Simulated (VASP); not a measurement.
# Au (Cmcm) in VASP: notebook, part 2 of 2

VASP 6.6.1. Earlier steps stand in the parts before.

## (5) Single point, PBEsol

This run uses another cell than the first one, of 17.04 Å³/atom.

Input file INCAR:

```
PREC = Accurate ; ENCUT = 520
EDIFF = 1E-6 ; ISMEAR = 0
SIGMA = 0.15 ; LREAL = F
LASPH = T ; NELM = 80
ALGO = Fast ; ISIF = 2
LWAVE = F ; LCHARG = F
GGA = PS ; NBANDS = 18
```

Input file KPOINTS:

```
regular mesh
0
Gamma
  26 26 14
```

Input file POSCAR:

```
Au
1.0
    1.4100150311     -2.5170030989      0.0000000000
    1.4100150311      2.5170030989      0.0000000000
    0.0000000000      0.0000000000      4.8006775662
Au
2
Direct
    0.6638639510      0.3361360490      0.2500000000
    0.3361360490      0.6638639510      0.7500000000
```

Potentials or basis: VASP PAW PBE potentials, release 64 (Au).

Command:

```bash
$ cat potpaw_PBE.64/Au/POTCAR > POTCAR
$ mpirun -np 1 vasp_std > vasp.out
```

OUTCAR:

```text
PREC = Accurate
   ENCUT = 520
   EDIFF = 1E-6
   ISMEAR = 0
   LREAL = F
   LASPH = T
   NELM = 80
   ISIF = 2
   GGA = PS

 ion  position               nearest neighbor table
   1  0.664  0.336  0.250-   2 2.91   2 2.91   2 2.92   2 2.92   2 2.92   2 2.92
   2  0.336  0.664  0.750-   1 2.91   1 2.91   1 2.92   1 2.92   1 2.92   1 2.92

  LATTYP: Found a base centered orthorhombic cell.
 ALAT       =     2.8200300622
 B/A-ratio  =     1.7850895511
 C/A-ratio  =     1.7023497836

  Lattice vectors:

 A1 = (   1.4100150311,  -2.5170030989,   0.0000000000)
 A2 = (   1.4100150311,   2.5170030989,   0.0000000000)
 A3 = (   0.0000000000,   0.0000000000,   4.8006775662)

Analysis of symmetry for initial positions (statically):
=====================================================================
 Subroutine PRICEL returns:
 Original cell was already a primitive cell.

 Routine SETGRP: Setting up the symmetry group for a
 base centered orthorhombic supercell.

 Subroutine GETGRP returns: Found  8 space group operations
 (whereof  4 operations were pure point group operations)
 out of a pool of  8 trial point group operations.

The static configuration has the point symmetry C_2h.
 The point group associated with its full space group is D_2h.

Analysis of symmetry for dynamics (positions and initial velocities):
=====================================================================
 Subroutine PRICEL returns:
 Original cell was already a primitive cell.

 Routine SETGRP: Setting up the symmetry group for a
 base centered orthorhombic supercell.

 Subroutine GETGRP returns: Found  8 space group operations
 (whereof  4 operations were pure point group operations)
 out of a pool of  8 trial point group operations.

The dynamic configuration has the point symmetry C_2h.
 The point group associated with its full space group is D_2h.

 Subroutine INISYM returns: Found  8 space group operations
[... 109 lines left out ...]
   NUPDOWN=      -1.0000    fix difference up-down
   EMIN   =  10.00;   EMAX   =-10.00  energy-range for DOS
   EFERMI =   0.00;   METHOD = LEGACY
   ISMEAR =     0;   SIGMA  =   0.15  broadening in eV -4-tet -1-fermi 0-gaus
   EFERMI_NEDOS =   21; number of points for ismear=-14 and -15
   IALGO  =     68    algorithm
   IMIX   =      4    mixing-type and parameters
     AMIX     =   0.40;   BMIX     =  1.00
     AMIX_MAG =   1.60;   BMIX_MAG =  1.00
  volume/ion in A,a.u.               =      17.04       114.98
  Fermi-wavevector in a.u.,A,eV,Ry     =   1.414932  2.673835 27.239325  2.002034
  Thomas-Fermi vector in A             =   2.536423
   LORBIT       =      0    0 simple, 1 ext, 2 COOP (PROOUT), +10 PAW based schemes
   GGA     = PS    functional components
   LHFCALC =     F    Hartree Fock is set to
   AEXX    =    0.0000 exact exchange contribution
   IVDW    =     0    specifies the selected vdW correction
   LEPSILON=     F    determine dielectric tensor
   LRPA    =     F    only Hartree local field effects (RPA)
 non-spin polarized calculation
 RMM-DIIS sequential band-by-band and
 Gauss-broadening in eV      SIGMA  =   0.15
  energy-cutoff  :      520.00
  volume of cell :       34.08
 maximum number of plane-waves:       934
 NGX is ok and might be reduce to    24
   NGX = 11   NGY = 11   NGZ = 17

 number of electron      22.0000001 magnetization

 Free energy of the ion-electron system (eV)
  ---------------------------------------------------
  ext. energy  EPLUGINS =         0.00000000
  ---------------------------------------------------
  free energy    TOTEN  =        -7.83418681 eV

  energy without entropy =       -7.82667619  energy(sigma->0) =       -7.83043150

 E-fermi :   9.2488     XC(G=0): -12.8856

 val. band max:        9.2481903443   @ k =   0.2308   0.1923   0.4286
 cond. band min:       9.2489122346   @ k =  -0.4231   0.0385   0.4286
 fundamental gap:      0.0007218902
 Fermi energy:         9.2487678043

 k-point     1 :       0.0000    0.0000    0.0000
  band No.  band energies     occupation
      1      -0.6431      2.00000
      2       1.8561      2.00000
      3       4.4082      2.00000
      4       4.4912      2.00000
      5       4.8625      2.00000
      6       4.9146      2.00000
[... 481 lines left out ...]
      5       4.9239      2.00000
      6       5.0370      2.00000
[... 10 lines left out ...]
     17      21.9554      0.00000
     18      24.3489      0.00000

 [... further k-points ...]
[... 5 lines left out ...]
  --------------------------------------------------------------------------------------
  -------------------------------------------------------------------------------------
  Total        0.1256808     -0.1726437     -0.0832830      0.0000000      0.0000000      0.0000000
  in kB        5.9093453     -8.1174801     -3.9158574      0.0000000      0.0000000      0.0000000
  external PRESSURE =      -2.0413307 kB  Pullay stress =       0.0000000 kB

 VOLUME and BASIS-vectors are now :
 -----------------------------------------------------------------------------
  energy-cutoff  :      520.00
  volume of cell :       34.08
      direct lattice vectors                 reciprocal lattice vectors
     1.410015031 -2.517003099  0.000000000     0.354606149 -0.198648941  0.000000000
     1.410015031  2.517003099  0.000000000     0.354606149  0.198648941  0.000000000
     0.000000000  0.000000000  4.800677566     0.000000000  0.000000000  0.208303929

 POSITION                                       TOTAL-FORCE (eV/Angst)
 -----------------------------------------------------------------------------------
      1.41002     -0.82489      1.20017         0.000000      0.005594      0.000000
      1.41002      0.82489      3.60051         0.000000     -0.005594      0.000000
 -----------------------------------------------------------------------------------
    total drift:                                0.000000      0.000000     -0.000000

  FREE ENERGIE OF THE ION-ELECTRON SYSTEM (eV)
  ---------------------------------------------------
  free  energy   TOTEN  =        -7.8341868089 eV

  energy  without entropy=       -7.8266761902  energy(sigma->0) =       -7.83043150
```

OSZICAR:

```text
N       E                     dE             d eps       ncg     rms          rms(c)
DAV:   1     0.122792426404E+03    0.12279E+03   -0.11744E+04 52752   0.119E+03
DAV:   2    -0.638735498310E+01   -0.12918E+03   -0.12332E+03 55822   0.262E+02
DAV:   3    -0.850945719519E+01   -0.21221E+01   -0.21098E+01 61662   0.339E+01
DAV:   4    -0.851842234682E+01   -0.89652E-02   -0.89641E-02 58124   0.232E+00
DAV:   5    -0.851850089833E+01   -0.78552E-04   -0.78552E-04 58162   0.231E-01    0.135E+01
RMM:   6    -0.788362544738E+01    0.63488E+00   -0.10927E+00 52717   0.781E+00    0.836E+00
RMM:   7    -0.784036188188E+01    0.43264E-01   -0.15180E-01 54089   0.308E+00    0.352E+00
RMM:   8    -0.783430112226E+01    0.60608E-02   -0.19497E-02 54759   0.107E+00    0.591E-01
RMM:   9    -0.783418565795E+01    0.11546E-03   -0.12164E-03 58302   0.265E-01    0.172E-01
RMM:  10    -0.783419259038E+01   -0.69324E-05   -0.17730E-04 58373   0.895E-02    0.160E-01
RMM:  11    -0.783418656020E+01    0.60302E-05   -0.32408E-05 57574   0.391E-02    0.168E-02
RMM:  12    -0.783418680895E+01   -0.24874E-06   -0.44598E-06 48034   0.136E-02
   1 F= -.78341868E+01 E0= -.78304315E+01  d E =-.751062E-02
```

Wall time 19 min (1 thread of Oxide Virtual Turin-like, shared host); peak memory 0.73 GiB.

Results:

* Free energy: -7.8342 eV
* Pressure: -0.2 GPa
* Largest force: 0.006 eV/Å
* Band gap on the k mesh: zero (bands 11 and 12 overlap by 6.71 eV)

Forces in eV/Å, atoms in the order of the input:
```
Au   0.000  0.006  0.000
Au   0.000 -0.006  0.000
```

Stress tensor (GPa, compression positive):
```
 0.59  0.00  0.00
 0.00 -0.81  0.00
 0.00  0.00 -0.39
```

Caveat: the PAW data sets were made with another functional, which shifts forces and pressure a little; spin-orbit coupling is left out, which moves the levels of the heavy elements.

## (6) Overview

| task | cell | k mesh | cutoff (eV) | smearing | gap on the mesh (eV) | pressure (GPa) | largest force (eV/Å) |
| --- | --- | --- | --- | --- | --- | --- | --- |
| relaxation of cell and atoms | relaxed to 8 GPa from a = 2.843, b = 2.843, c = 4.730 Å, angles 90.0, 90.0, 121.4°, 2 atoms, atomic positions A | 16 × 16 × 10 | 600 | gaussian 0.1 eV | none | 8.0 | - |
| relaxation of cell and atoms | relaxed to 3 GPa from a = 2.858, b = 2.858, c = 4.756 Å, angles 90.0, 90.0, 121.5°, 2 atoms, atomic positions B | 16 × 16 × 10 | 600 | gaussian 0.1 eV | none | 3.0 | - |
| single point | a = 2.885, b = 2.885, c = 4.801 Å, angles 90.0, 90.0, 121.5°, 2 atoms, atomic positions B | 24 × 24 × 12 | 520 | gaussian 0.15 eV | none | -0.2 | 0.01 |
| single point | a = 2.885, b = 2.885, c = 4.801 Å, angles 90.0, 90.0, 121.5°, 2 atoms, atomic positions B | 26 × 26 × 14 | 520 | gaussian 0.15 eV | none | -0.2 | 0.01 |

Alike in all rows: level PBEsol; potentials or basis VASP PAW PBE potentials, release 64 (Au); no spin polarisation.

Caveats: the PAW data sets were made with another functional, which shifts forces and pressure a little; spin-orbit coupling is left out, which moves the levels of the heavy elements; the cell is relaxed towards a set pressure, so the run minimises the enthalpy, not the energy (at least some runs).

Total energies depend on the potentials used, so only differences within one code and one set of settings carry meaning.
